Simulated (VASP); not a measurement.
# W in VASP: settings compared, part 2 of 2

VASP 6.6.1. The steps go on from the part before.

### Step 3. Single point, PBE

The input, INCAR:

```
SYSTEM = W
PREC = Accurate ; ENCUT = 520
EDIFF = 1E-6 ; ISMEAR = 0
SIGMA = 0.1 ; LREAL = .FALSE.
LASPH = .TRUE. ; NELM = 80
ALGO = Normal ; ISIF = 2
LWAVE = .FALSE. ; LCHARG = .TRUE.
LDIPOL = .TRUE. ; IDIPOL = 3
DIPOL = 0.5 0.5 0.500 ; GGA = PE
LELF = .TRUE. ; LVHAR = .TRUE.
LVACPOTAV = .TRUE. ; NBANDS = 43
EFIELD = -0.1
```

The input, KPOINTS:

```
regular mesh
0
G
  13 13 1
  0 0 0
```

The input, POSCAR:

```
W
1.0
    2.7570339078      0.0000000000      0.0000000000
   -0.9190113026      2.5993564963      0.0000000000
    0.0000000000      0.0000000000     24.0044350370
W
5
Direct
    0.5000000000      0.5000000000      0.3124422628
    0.0000000000      0.0000000000      0.4062211314
    0.5000000000      0.5000000000      0.5000000000
    0.0000000000      0.0000000000      0.5937788686
    0.5000000000      0.5000000000      0.6875577372
```

Potentials or basis: VASP PAW PBE potentials, release 64 (W_sv).

Run with:

```sh
> cat potpaw_PBE.64/W_sv/POTCAR > POTCAR
> mpirun -np 1 vasp_std > vasp.out
```

OUTCAR:

```text
SYSTEM = W
   PREC = Accurate
   ENCUT = 520
   EDIFF = 1E-6
   ISMEAR = 0
   LREAL = .FALSE.
   LASPH = .TRUE.
   NELM = 80
   ISIF = 2
   GGA = PE

 ion  position               nearest neighbor table
   1  0.500  0.500  0.312-   2 2.76   2 2.76   2 3.18   2 3.18
   2  0.000  0.000  0.406-   3 2.76   3 2.76   1 2.76   1 2.76   3 3.18   3 3.18   1 3.18   1 3.18

   3  0.500  0.500  0.500-   2 2.76   4 2.76   2 2.76   4 2.76   2 3.18   4 3.18   2 3.18   4 3.18

   4  0.000  0.000  0.594-   3 2.76   3 2.76   5 2.76   5 2.76   3 3.18   3 3.18   5 3.18   5 3.18

   5  0.500  0.500  0.688-   4 2.76   4 2.76   4 3.18   4 3.18

  LATTYP: Found a base centered orthorhombic cell.
 ALAT       =     3.1835485377
 B/A-ratio  =     1.4142135624
 C/A-ratio  =     7.5401504807

  Lattice vectors:

 A1 = (   2.7570339078,   0.0000000000,   0.0000000000)
 A2 = (  -0.9190113026,   2.5993564963,   0.0000000000)
 A3 = (   0.0000000000,   0.0000000000,  24.0044350370)

Analysis of symmetry for initial positions (statically):
[... 184 lines left out ...]

 E-fermi :   2.7294     XC(G=0):  -7.2712

 val. band max:        2.7222913224   @ k =   0.3077   0.1538   0.0000
 cond. band min:       2.7396337338   @ k =   0.3846   0.0769   0.0000
 fundamental gap:      0.0173424114
 Fermi energy:         2.7293892087

 k-point     1 :       0.0000    0.0000    0.0000
  band No.  band energies     occupation
      1     -71.5271      2.00000
      2     -71.5031      2.00000
      3     -71.4255      2.00000
      4     -71.3118      2.00000
      5     -71.3113      2.00000
      6     -36.2353      2.00000
[... 1093 lines left out ...]
     42       5.5230      0.00000
     43       5.8675      0.00000

 [... further k-points ...]

------------------------ aborting loop because EDIFF is reached ----------------------------------------

  FORCE on cell =-STRESS in cart. coord.  units (eV):
  Direction    XX          YY          ZZ          XY          YZ          ZX
  --------------------------------------------------------------------------------------
  -------------------------------------------------------------------------------------
  Total       -4.8363972     -5.3155403     -2.6330105     -0.6776106      0.0000000      0.0000000
  in kB      -45.0436007    -49.5060814    -24.5224425     -6.3109007      0.0000000      0.0000000
  external PRESSURE =     -39.6907082 kB  Pullay stress =       0.0000000 kB

 VOLUME and BASIS-vectors are now :
 -----------------------------------------------------------------------------
  energy-cutoff  :      520.00
  volume of cell :      172.03
      direct lattice vectors                 reciprocal lattice vectors
     2.757033908  0.000000000  0.000000000     0.362708633  0.128236867  0.000000000
    -0.919011303  2.599356496  0.000000000     0.000000000  0.384710601  0.000000000
     0.000000000  0.000000000 24.004435037     0.000000000  0.000000000  0.041658968

 POSITION                                       TOTAL-FORCE (eV/Angst)
 -----------------------------------------------------------------------------------
      0.91901      1.29968      7.50000         0.000000      0.000000      0.607978
      0.00000      0.00000      9.75111         0.000000      0.000000     -0.647985
      0.91901      1.29968     12.00222         0.000000      0.000000      0.000524
      0.00000      0.00000     14.25333         0.000000      0.000000      0.657371
      0.91901      1.29968     16.50444        -0.000000      0.000000     -0.617889
 -----------------------------------------------------------------------------------
    total drift:                               -0.000000     -0.000000     -0.001042

  FREE ENERGIE OF THE ION-ELECTRON SYSTEM (eV)
  ---------------------------------------------------
  free  energy   TOTEN  =       -61.8059790798 eV

  energy  without entropy=      -61.7879506592  energy(sigma->0) =      -61.79696487
```

OSZICAR:

```text
N       E                     dE             d eps       ncg     rms          rms(c)
DAV:   1     0.899083918231E+03    0.89908E+03   -0.44383E+04  4830   0.166E+03
DAV:   2    -0.251142051122E+02   -0.92420E+03   -0.90816E+03  4758   0.528E+02
DAV:   3    -0.641940216151E+02   -0.39080E+02   -0.38029E+02  5193   0.110E+02
[... 24 lines left out ...]
DAV:  28    -0.618059672166E+02   -0.27426E-04   -0.21836E-05  4468   0.274E-02    0.111E-02
DAV:  29    -0.618059720867E+02   -0.48701E-05   -0.93994E-06  4358   0.227E-02    0.718E-03
DAV:  30    -0.618059768253E+02   -0.47386E-05   -0.35160E-06  3651   0.116E-02    0.532E-03
DAV:  31    -0.618059781026E+02   -0.12773E-05   -0.87051E-07  2863   0.545E-03    0.394E-03
DAV:  32    -0.618059790798E+02   -0.97718E-06   -0.73489E-07  3068   0.497E-03
   1 F= -.61805979E+02 E0= -.61796965E+02  d E =-.180284E-01
```

stdout:

```text
POSCAR found type information on POSCAR W
 POSCAR found :  1 types and       5 ions
 scaLAPACK will be used
 LDA part: xc-table for (Slater+PW92), standard interpolation
 POSCAR, INCAR and KPOINTS ok, starting setup
[... 28 lines left out ...]
|           W    W  A    A  R    R  N    N  II  N    N   GGGG   !!!           |
|                                                                             |
|     Did not find any points to average over, which means that no vacuum     |
|     field-free region was found. Please increase the size of  your cell     |
|     in the dimension of the dipole correction to obtain accurate            |
|     workfunction values.                                                    |
|                                                                             |
 -----------------------------------------------------------------------------
```

Wall time 25 min (1 thread of Intel Xeon 8259CL, shared host); peak memory 0.45 GiB.

Results:

| Quantity | Value |
| --- | --- |
| Free energy | -61.8060 eV |
| Largest force | 0.657 eV/Å |
| Band gap on the k mesh | zero (bands 35 and 36 overlap by 1.68 eV) |

Forces in eV/Å, atoms in the order of the input:
```
W    0.000  0.000  0.608
W    0.000  0.000 -0.648
W    0.000  0.000  0.001
W    0.000  0.000  0.657
W    0.000  0.000 -0.618
```

Levels at points of the mesh, in eV from the Fermi level:
```
           k point  band 32  band 33  band 34  band 35  band 36  band 37  band 38  band 39
(0.00, 0.00, 0.00)    -1.34    -1.26    -1.23    -0.86    -0.17     0.22     0.53     1.60
```

Caveat: spin-orbit coupling is left out, which moves the levels of the heavy elements.

### Step 4. Single point, LDA

The input, INCAR:

```
SYSTEM = W
PREC = Accurate
ENCUT = 520
EDIFF = 1E-7
ISMEAR = 0
SIGMA = 0.1
LREAL = .FALSE.
LASPH = .TRUE.
NELM = 60
ALGO = Normal
ISIF = 2
LWAVE = .FALSE.
LCHARG = .FALSE.
LDIPOL = .TRUE.
IDIPOL = 3
DIPOL = 0.5 0.5 0.500
GGA = CA
NBANDS = 43
```

KPOINTS is that of step 3.

POSCAR is that of step 3.

Potentials or basis: VASP PAW LDA potentials, release 64 (W_sv).

Run with:

```sh
> cat potpaw_LDA.64/W_sv/POTCAR > POTCAR
> mpirun -np 1 vasp_std > vasp.out
```

OUTCAR:

```text
SYSTEM = W
   PREC = Accurate
   ENCUT = 520
   EDIFF = 1E-7
   ISMEAR = 0
   LREAL = .FALSE.
   LASPH = .TRUE.
   NELM = 60
   ISIF = 2
   GGA = CA

 ion  position               nearest neighbor table
   1  0.500  0.500  0.312-   2 2.76   2 2.76   2 3.18   2 3.18
   2  0.000  0.000  0.406-   3 2.76   3 2.76   1 2.76   1 2.76   3 3.18   3 3.18   1 3.18   1 3.18

   3  0.500  0.500  0.500-   2 2.76   4 2.76   2 2.76   4 2.76   2 3.18   4 3.18   2 3.18   4 3.18

   4  0.000  0.000  0.594-   3 2.76   3 2.76   5 2.76   5 2.76   3 3.18   3 3.18   5 3.18   5 3.18

   5  0.500  0.500  0.688-   4 2.76   4 2.76   4 3.18   4 3.18
[... 1317 lines left out ...]
  -------------------------------------------------------------------------------------
  Total      -11.3361688    -11.7373106     -7.8294979     -0.5673002      0.0000000      0.0000000
  in kB     -105.5789759   -109.3149949    -72.9197297     -5.2835287      0.0000000      0.0000000
  external PRESSURE =     -95.9379002 kB  Pullay stress =       0.0000000 kB

 VOLUME and BASIS-vectors are now :
 -----------------------------------------------------------------------------
  energy-cutoff  :      520.00
  volume of cell :      172.03
      direct lattice vectors                 reciprocal lattice vectors
     2.757033908  0.000000000  0.000000000     0.362708633  0.128236867  0.000000000
    -0.919011303  2.599356496  0.000000000     0.000000000  0.384710601  0.000000000
     0.000000000  0.000000000 24.004435037     0.000000000  0.000000000  0.041658968

 POSITION                                       TOTAL-FORCE (eV/Angst)
 -----------------------------------------------------------------------------------
      0.91901      1.29968      7.50000         0.000000     -0.000000      1.179943
      0.00000      0.00000      9.75111         0.000000      0.000000     -0.633816
      0.91901      1.29968     12.00222         0.000000      0.000000      0.000000
      0.00000      0.00000     14.25333        -0.000000     -0.000000      0.633816
      0.91901      1.29968     16.50444        -0.000000      0.000000     -1.179943
 -----------------------------------------------------------------------------------
    total drift:                                0.000000      0.000000     -0.000000

  FREE ENERGIE OF THE ION-ELECTRON SYSTEM (eV)
  ---------------------------------------------------
  free  energy   TOTEN  =       -67.0057055622 eV

  energy  without entropy=      -66.9879280138  energy(sigma->0) =      -66.99681679

 vacuum level on the upper side and lower side of the slab         7.583         7.583
```

OSZICAR:

```text
N       E                     dE             d eps       ncg     rms          rms(c)
DAV:   1     0.894512292014E+03    0.89451E+03   -0.44368E+04  4822   0.166E+03
DAV:   2    -0.307261346461E+02   -0.92524E+03   -0.90913E+03  4766   0.527E+02
DAV:   3    -0.694984229257E+02   -0.38772E+02   -0.37747E+02  5184   0.109E+02
[... 18 lines left out ...]
DAV:  22    -0.670056971908E+02   -0.12856E-04   -0.68785E-07  3915   0.324E-03    0.184E-03
DAV:  23    -0.670057036925E+02   -0.65017E-05   -0.24124E-07  3092   0.130E-03    0.233E-03
DAV:  24    -0.670057050068E+02   -0.13143E-05   -0.81841E-08  2855   0.229E-03    0.145E-03
DAV:  25    -0.670057054702E+02   -0.46337E-06   -0.27638E-08  2596   0.888E-04    0.778E-04
DAV:  26    -0.670057055622E+02   -0.92055E-07   -0.62955E-09  2456   0.383E-04
   1 F= -.67005706E+02 E0= -.66996817E+02  d E =-.177775E-01
```

Wall time 17 min (1 thread of Intel Xeon 8259CL, shared host); peak memory 0.4 GiB.

What came out:

* Free energy: -67.0057 eV
* Largest force: 1.180 eV/Å
* Band gap on the k mesh: zero (bands 35 and 36 overlap by 1.80 eV)

Forces in eV/Å, atoms in the order of the input:
```
W    0.000  0.000  1.180
W    0.000  0.000 -0.634
W    0.000  0.000  0.000
W    0.000  0.000  0.634
W    0.000  0.000 -1.180
```

Caveat: spin-orbit coupling is left out, which moves the levels of the heavy elements.

### Step 5. Summary

```csv
level,potentials or basis,smearing,electric field (eV/Å),gap on the mesh (eV),largest force (eV/Å)
PBE,"VASP PAW PBE potentials, release 64 (W_sv)",gaussian 0.5 eV,-,none,0.61
PBE,"VASP PAW PBE potentials, release 64 (W_sv)",gaussian 0.1 eV,-0.1 eV/Å,none,0.66
LDA,"VASP PAW LDA potentials, release 64 (W_sv)",gaussian 0.1 eV,-,none,1.18
```

Alike in all rows: task single point; no spin polarisation; cell as given; k mesh 13 × 13 × 1; cutoff (eV) 520.

Caveats: spin-orbit coupling is left out, which moves the levels of the heavy elements; so wide a smearing shifts energies and pressures (at least some runs).

Total energies depend on the potentials used, so only differences within one code and one set of settings carry meaning.
